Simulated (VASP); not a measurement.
# AlRu (I4/mmm) in VASP: further runs

The runs below take AlRu through single point, with PBEsol.

All numbers are computed with VASP 6.6.1; they aren't measurements. Logs are shortened: lines on timing, memory, paths and dates and some standing lists are left out, and cuts for length are marked.

### Step 1. The cell of the first run

It takes space group I4/mmm (No. 139, tetragonal). The conventional cell has a = 4.209 Å, b = 4.209 Å, c = 5.953 Å, α = 90.00°, β = 90.00°, γ = 90.00°. Within 3.4 Å of Al (site symmetry 4mm) lie 8 Ru at 2.47 to 2.70 Å and 6 Al at 2.58 to 3.38 Å. Within 3.3 Å of Ru (site symmetry mmm) lie 8 Al at 2.47 to 2.70 Å and 6 Ru at 2.98 Å.

### Step 2. Single point, PBEsol (atoms displaced along a vibrational mode)

INCAR reads:

```
ALGO     = Fast           # electronic algorithm
EDIFF    = 1E-7           # SCF threshold, eV
ENCUT    = 520            # plane-wave cutoff, eV
GGA      = PS             # functional
ISIF     = 2              # what is computed and relaxed
ISMEAR   = 0              # smearing method
LASPH    = T              # aspherical terms in the spheres
LCHARG   = F              # write CHGCAR
LREAL    = F              # projectors in reciprocal space
LWAVE    = F              # write WAVECAR
NBANDS   = 25             # bands
NELM     = 100            # most SCF steps
PREC     = Accurate       # precision mode
SIGMA    = 0.15           # smearing width, eV
```

KPOINTS reads:

```
k-points
0
Gamma
  18 18 18
```

POSCAR reads:

```
AlRu
1.0
   -2.9764078218      0.0000000000     -2.9764078218
    0.0000000000     -2.9764078218     -2.9764078218
   -2.9764078218     -2.9764078218      0.0000000000
Al Ru
2 2
Direct
    0.0335975464     -0.0335975464     -0.0335975464
    0.4664024536      0.5335975464      0.5335975464
    0.2500000000      0.2500000000      0.2500000000
    0.7500000000      0.7500000000      0.7500000000
```

Potentials or basis: VASP PAW PBE potentials, release 64 (Al, Ru_pv).

Started as:

```
$ cat potpaw_PBE.64/Al/POTCAR potpaw_PBE.64/Ru_pv/POTCAR > POTCAR
$ mpirun -np 1 vasp_std > vasp.out
```

OUTCAR:

```text
EDIFF = 1E-7
   ENCUT = 520
   GGA = PS
   ISIF = 2
   ISMEAR = 0
   LASPH = T
   LREAL = F
   NELM = 100
   PREC = Accurate

 ion  position               nearest neighbor table
   1  0.034  0.966  0.966-   4 2.47   3 2.47   3 2.47   4 2.47   2 2.58   4 2.70   4 2.70   3 2.70
                             3 2.70   2 3.00   2 3.00   2 3.00   2 3.00
   2  0.466  0.534  0.534-   3 2.47   3 2.47   4 2.47   4 2.47   1 2.58   3 2.70   4 2.70   4 2.70
                             3 2.70   1 3.00   1 3.00   1 3.00   1 3.00
   3  0.250  0.250  0.250-   1 2.47   1 2.47   2 2.47   2 2.47   2 2.70   1 2.70   1 2.70   2 2.70
                             4 2.98   4 2.98   4 2.98   4 2.98   4 2.98   4 2.98
   4  0.750  0.750  0.750-   2 2.47   1 2.47   2 2.47   1 2.47   2 2.70   1 2.70   1 2.70   2 2.70
                             3 2.98   3 2.98   3 2.98   3 2.98   3 2.98   3 2.98

  LATTYP: Found a face centered cubic cell.
 ALAT       =     5.9528156436

  Lattice vectors:

 A1 = (  -2.9764078218,   0.0000000000,  -2.9764078218)
 A2 = (   0.0000000000,  -2.9764078218,  -2.9764078218)
 A3 = (  -2.9764078218,  -2.9764078218,   0.0000000000)

Analysis of symmetry for initial positions (statically):
=====================================================================
 Subroutine PRICEL returns:
 Original cell was already a primitive cell.

 Routine SETGRP: Setting up the symmetry group for a
 face centered cubic supercell.

 Subroutine GETGRP returns: Found 16 space group operations
 (whereof  8 operations were pure point group operations)
 out of a pool of 48 trial point group operations.

The static configuration has the point symmetry C_4v.
 The point group associated with its full space group is D_4h.

Analysis of symmetry for dynamics (positions and initial velocities):
=====================================================================
 Subroutine PRICEL returns:
 Original cell was already a primitive cell.

 Routine SETGRP: Setting up the symmetry group for a
 face centered cubic supercell.

 Subroutine GETGRP returns: Found 16 space group operations
 (whereof  8 operations were pure point group operations)
 out of a pool of 48 trial point group operations.

The dynamic configuration has the point symmetry C_4v.
 The point group associated with its full space group is D_4h.

 Subroutine INISYM returns: Found 16 space group operations
 (whereof  8 operations are pure point group operations),
 and found     1 'primitive' translations

[... 98 lines left out ...]
   EDIFF  = 0.1E-06   stopping-criterion for ELM
   LREAL  =      F    real-space projection
   EDIFFG = 0.1E-05   stopping-criterion for IOM
   NSW    =      0    number of steps for IOM
   IBRION =     -1    ionic relax: 0-MD 1-quasi-New 2-CG
   NFREE  =      0    steps in history (QN), initial steepest desc. (CG)
   ISIF   =      2    stress and relaxation
   ISYM   =      2    0-nonsym 1-usesym 2-fastsym
   POTIM  = 0.5000    time-step for ionic-motion
   TEBEG  =    0.0;   TEEND  =   0.0 temperature during run
   PSTRESS=    0.0 pullay stress
   NELECT =      34.0000    total number of electrons
   NUPDOWN=      -1.0000    fix difference up-down
   EMIN   =  10.00;   EMAX   =-10.00  energy-range for DOS
   EFERMI =   0.00;   METHOD = LEGACY
   ISMEAR =     0;   SIGMA  =   0.15  broadening in eV -4-tet -1-fermi 0-gaus
   EFERMI_NEDOS =   21; number of points for ismear=-14 and -15
   IALGO  =     68    algorithm
   IMIX   =      4    mixing-type and parameters
     AMIX     =   0.40;   BMIX     =  1.00
     AMIX_MAG =   1.60;   BMIX_MAG =  1.00
  volume/ion in A,a.u.               =      13.18        88.97
  Fermi-wavevector in a.u.,A,eV,Ry     =   1.414269  2.672581 27.213787  2.000157
  Thomas-Fermi vector in A             =   2.535829
   LORBIT       =      0    0 simple, 1 ext, 2 COOP (PROOUT), +10 PAW based schemes
   GGA     = PS    functional components
   LHFCALC =     F    Hartree Fock is set to
   AEXX    =    0.0000 exact exchange contribution
   IVDW    =     0    specifies the selected vdW correction
   LEPSILON=     F    determine dielectric tensor
   LRPA    =     F    only Hartree local field effects (RPA)
 non-spin polarized calculation
 RMM-DIIS sequential band-by-band and
 Gauss-broadening in eV      SIGMA  =   0.15
  energy-cutoff  :      520.00
  volume of cell :       52.74
 maximum number of plane-waves:      1435
   NGX = 15   NGY = 15   NGZ = 15

 number of electron      33.9999999 magnetization

 Free energy of the ion-electron system (eV)
  ---------------------------------------------------
  ext. energy  EPLUGINS =         0.00000000
  ---------------------------------------------------
  free energy    TOTEN  =       -30.55718458 eV

  energy without entropy =      -30.52129693  energy(sigma->0) =      -30.53924075

 E-fermi :  10.7955     XC(G=0): -12.7508

 val. band max:       10.7953631972   @ k =   0.1667   0.0556  -0.1111
 cond. band min:      10.7970809441   @ k =   0.5000   0.1667  -0.3333
 fundamental gap:      0.0017177469
 Fermi energy:        10.7955331228

 k-point     1 :       0.0000    0.0000    0.0000
  band No.  band energies     occupation
      1     -31.1296      2.00000
      2     -31.1296      2.00000
      3     -31.0944      2.00000
      4     -30.9249      2.00000
      5     -30.9141      2.00000
      6     -30.9141      2.00000
[... 661 lines left out ...]
     24      17.5052      0.00000
     25      20.5901      0.00000

 [... further k-points ...]

------------------------ aborting loop because EDIFF is reached ----------------------------------------

  FORCE on cell =-STRESS in cart. coord.  units (eV):
  Direction    XX          YY          ZZ          XY          YZ          ZX
  --------------------------------------------------------------------------------------
  -------------------------------------------------------------------------------------
  Total        1.1519198      1.6715707      1.1519198      0.0000000      0.0000000      0.0000000
  in kB       34.9965734     50.7841295     34.9965734      0.0000000      0.0000000      0.0000000
  external PRESSURE =      40.2590921 kB  Pullay stress =       0.0000000 kB

 VOLUME and BASIS-vectors are now :
 -----------------------------------------------------------------------------
  energy-cutoff  :      520.00
  volume of cell :       52.74
      direct lattice vectors                 reciprocal lattice vectors
    -2.976407822  0.000000000 -2.976407822    -0.167987732  0.167987732 -0.167987732
     0.000000000 -2.976407822 -2.976407822     0.167987732 -0.167987732 -0.167987732
    -2.976407822 -2.976407822  0.000000000    -0.167987732 -0.167987732  0.167987732

 POSITION                                       TOTAL-FORCE (eV/Angst)
 -----------------------------------------------------------------------------------
     -2.97641     -5.75282     -2.97641        -0.000000     -2.644954      0.000000
     -2.97641     -3.17641     -2.97641        -0.000000      2.644954      0.000000
     -1.48820     -1.48820     -1.48820         0.000000      0.000000      0.000000
     -4.46461     -4.46461     -4.46461        -0.000000      0.000000     -0.000000
 -----------------------------------------------------------------------------------
    total drift:                                0.000000      0.000000     -0.000000

  FREE ENERGIE OF THE ION-ELECTRON SYSTEM (eV)
  ---------------------------------------------------
  free  energy   TOTEN  =       -30.5571845763 eV

  energy  without entropy=      -30.5212969321  energy(sigma->0) =      -30.53924075
```

Wall time 16 min (1 thread of Oxide Virtual Turin-like, shared host); peak memory 0.55 GiB.

What came out:

| Item | Value |
| --- | --- |
| Free energy | -30.5572 eV |
| Pressure | 4.0 GPa |
| Largest force | 2.645 eV/Å |
| Band gap on the k mesh | zero (bands 17 and 18 overlap by 2.56 eV) |

Forces on the atoms (eV/Å):
```
Al   0.000 -2.645  0.000
Al   0.000  2.645  0.000
Ru   0.000  0.000  0.000
Ru   0.000  0.000  0.000
```

Caveat: the cell differs from its parent crystal (atoms displaced along a vibrational mode); the cell stands under pressure; the PAW data sets were made with another functional, which shifts forces and pressure a little.

### Step 3. Single point, PBEsol (atoms displaced along a vibrational mode)

INCAR reads:

```
SYSTEM = AlRu
  PREC = Accurate
  ENCUT = 520
  EDIFF = 1E-7
  ISMEAR = 0
  SIGMA = 0.15
  LREAL = .FALSE.
  LASPH = .TRUE.
  NELM = 60
  ALGO = Fast
  ISIF = 2
  LWAVE = .FALSE.
  LCHARG = .FALSE.
  GGA = PS
  NBANDS = 25
```

KPOINTS reads:

```
Automatic mesh
0
G
  18 18 18
  0 0 0
```

POSCAR, as its differences from that of step 2:

```diff
@@ -8,4 +8,4 @@
 Direct
-    0.0335975464     -0.0335975464     -0.0335975464
-    0.4664024536      0.5335975464      0.5335975464
+   -0.0251981598      0.0251981598      0.0251981598
+    0.5251981598      0.4748018402      0.4748018402
     0.2500000000      0.2500000000      0.2500000000
```

Potentials or basis: VASP PAW PBE potentials, release 64 (Al, Ru_pv).

Started as:

```
$ cat potpaw_PBE.64/Al/POTCAR potpaw_PBE.64/Ru_pv/POTCAR > POTCAR
$ mpirun -np 1 vasp_std > vasp.out
```

It took 13 min on 1 thread of Oxide Virtual Turin-like, shared host; peak memory 0.55 GiB.

Results (log left out):

- Free energy: -30.7828 eV
- Pressure: 2.3 GPa
- Largest force: 1.886 eV/Å
- Band gap on the k mesh: zero (bands 17 and 18 overlap by 2.66 eV)

Forces on the atoms (eV/Å):
```
Al   0.000  1.886  0.000
Al   0.000 -1.886  0.000
Ru   0.000  0.000  0.000
Ru   0.000  0.000  0.000
```

Stress tensor (GPa, compression positive):
```
2.00 0.00 0.00
0.00 2.76 0.00
0.00 0.00 2.00
```

Levels at points of the mesh, in eV from the Fermi level:
```csv
k point,band 14,band 15,band 16,band 17,band 18,band 19,band 20,band 21
"(0.00, 0.00, 0.00)",0.19,0.19,1.64,1.66,2.69,3.89,3.89,4.20
"(0.50, 0.00, 0.00)",-1.42,-1.39,-1.29,-1.26,-1.01,5.17,5.25,5.69
"(0.50, 0.50, 0.00)",-1.39,-1.32,-1.21,-1.21,0.45,1.55,2.34,5.39
"(0.00, 0.50, 0.50)",-1.37,-1.37,-1.13,-1.13,0.39,1.55,2.35,5.37
```

Caveat: the cell differs from its parent crystal (atoms displaced along a vibrational mode); the PAW data sets were made with another functional, which shifts forces and pressure a little.

### Step 4. Single point, PBEsol (atoms displaced along a vibrational mode)

INCAR reads:

```
  PREC = Accurate
  ENCUT = 520
  EDIFF = 1E-7
  ISMEAR = 0
  SIGMA = 0.15
  LREAL = False
  LASPH = True
  NELM = 100
  ALGO = Fast
  ISIF = 2
  LWAVE = False
  LCHARG = True
  GGA = PS
  LELF = True
  LVHAR = True
  NBANDS = 25
```

KPOINTS reads:

```
regular mesh
0
Gamma
  18 18 18
```

POSCAR, as its differences from that of step 3:

```diff
@@ -8,4 +8,4 @@
 Direct
-   -0.0251981598      0.0251981598      0.0251981598
-    0.5251981598      0.4748018402      0.4748018402
+   -0.0293978531      0.0293978531      0.0293978531
+    0.5293978531      0.4706021469      0.4706021469
     0.2500000000      0.2500000000      0.2500000000
```

Started as:

```
$ cat potpaw_PBE.64/Al/POTCAR potpaw_PBE.64/Ru_pv/POTCAR > POTCAR
$ mpirun -np 1 vasp_std > vasp.out
```

Wall time 16 min (1 thread of Oxide Virtual Turin-like, shared host); peak memory 0.56 GiB.

It converged, with:

- Free energy: -30.6795 eV
- Pressure: 3.1 GPa
- Largest force: 2.252 eV/Å
- Band gap on the k mesh: zero (bands 17 and 18 overlap by 2.61 eV)

Forces in eV/Å, atoms in the order of the input:
```
Al   0.000  2.252  0.000
Al   0.000 -2.252  0.000
Ru   0.000  0.000  0.000
Ru   0.000  0.000  0.000
```

Stress tensor (GPa, compression positive):
```
2.70 0.00 0.00
0.00 3.81 0.00
0.00 0.00 2.70
```

Levels at points of the mesh, in eV from the Fermi level:
```csv
k point,band 14,band 15,band 16,band 17,band 18,band 19,band 20,band 21
"(0.00, 0.00, 0.00)",0.20,0.20,1.64,1.66,2.68,3.82,3.82,4.22
"(0.50, 0.00, 0.00)",-1.43,-1.41,-1.29,-1.24,-0.95,5.12,5.22,5.73
"(0.50, 0.50, 0.00)",-1.39,-1.30,-1.22,-1.22,0.46,1.55,2.34,5.40
"(0.00, 0.50, 0.50)",-1.36,-1.36,-1.10,-1.10,0.37,1.54,2.36,5.37
```

Caveat: the cell differs from its parent crystal (atoms displaced along a vibrational mode); the cell stands under pressure; the PAW data sets were made with another functional, which shifts forces and pressure a little.

### Step 5. Single point, PBEsol (atoms displaced along a vibrational mode)

INCAR reads:

```
  PREC = Accurate
  ENCUT = 520
  EDIFF = 1E-6
  ISMEAR = 0
  SIGMA = 0.15
  LREAL = False
  LASPH = True
  NELM = 100
  ALGO = Fast
  ISIF = 2
  LWAVE = False
  LCHARG = False
  GGA = PS
  NBANDS = 25
```

KPOINTS reads:

```
Automatic mesh
0
Gamma
  18 18 18
```

POSCAR, as its differences from that of step 4:

```diff
@@ -8,4 +8,4 @@
 Direct
-   -0.0293978531      0.0293978531      0.0293978531
-    0.5293978531      0.4706021469      0.4706021469
+   -0.0209984665      0.0209984665      0.0209984665
+    0.5209984665      0.4790015335      0.4790015335
     0.2500000000      0.2500000000      0.2500000000
```

Started as:

```
$ cat potpaw_PBE.64/Al/POTCAR potpaw_PBE.64/Ru_pv/POTCAR > POTCAR
$ mpirun -np 1 vasp_std > vasp.out
```

Wall time 16 min (1 thread of Oxide Virtual Turin-like, shared host); peak memory 0.55 GiB.

Results (log left out):

* Free energy: -30.8684 eV
* Pressure: 1.6 GPa
* Largest force: 1.541 eV/Å
* Band gap on the k mesh: zero (bands 17 and 18 overlap by 2.72 eV)

Forces on the atoms (eV/Å):
```
Al   0.000  1.541  0.000
Al   0.000 -1.541  0.000
Ru   0.000  0.000  0.000
Ru   0.000  0.000  0.000
```

Stress tensor (GPa, compression positive):
```
1.43 0.00 0.00
0.00 1.92 0.00
0.00 0.00 1.43
```

Levels at points of the mesh, in eV from the Fermi level:
| k point | band 15 | band 16 | band 17 | band 18 | band 19 | band 20 |
| --- | --- | --- | --- | --- | --- | --- |
| (0.00, 0.00, 0.00) | 0.19 | 1.65 | 1.66 | 2.69 | 3.96 | 3.96 |
| (0.50, 0.00, 0.00) | -1.38 | -1.30 | -1.28 | -1.06 | 5.21 | 5.28 |
| (0.50, 0.50, 0.00) | -1.34 | -1.21 | -1.21 | 0.45 | 1.56 | 2.34 |
| (0.00, 0.50, 0.50) | -1.37 | -1.15 | -1.15 | 0.41 | 1.55 | 2.35 |

Caveat: the cell differs from its parent crystal (atoms displaced along a vibrational mode); the PAW data sets were made with another functional, which shifts forces and pressure a little.

### Step 6. Summary

| cell | further INCAR settings | gap on the mesh (eV) | pressure (GPa) | largest force (eV/Å) |
| --- | --- | --- | --- | --- |
| as given, atomic positions A | ALGO = Fast; EDIFF = 1e-07; NBANDS = 25 | none | 4.0 | 2.64 |
| as given, atomic positions B | ALGO = Fast; EDIFF = 1e-07; NBANDS = 25 | none | 2.3 | 1.89 |
| as given, atomic positions C | ALGO = Fast; EDIFF = 1e-07; NBANDS = 25 | none | 3.1 | 2.25 |
| as given, atomic positions D | ALGO = Fast; EDIFF = 1e-06; NBANDS = 25 | none | 1.6 | 1.54 |

Alike in all rows: task single point; level PBEsol; potentials or basis VASP PAW PBE potentials, release 64 (Al, Ru_pv); no spin polarisation; k mesh 18 × 18 × 18; cutoff (eV) 520; smearing gaussian 0.15 eV.

Caveats: the PAW data sets were made with another functional, which shifts forces and pressure a little; the cell stands under pressure (at least some runs).

Absolute energies hang on the potentials; compare differences alone.
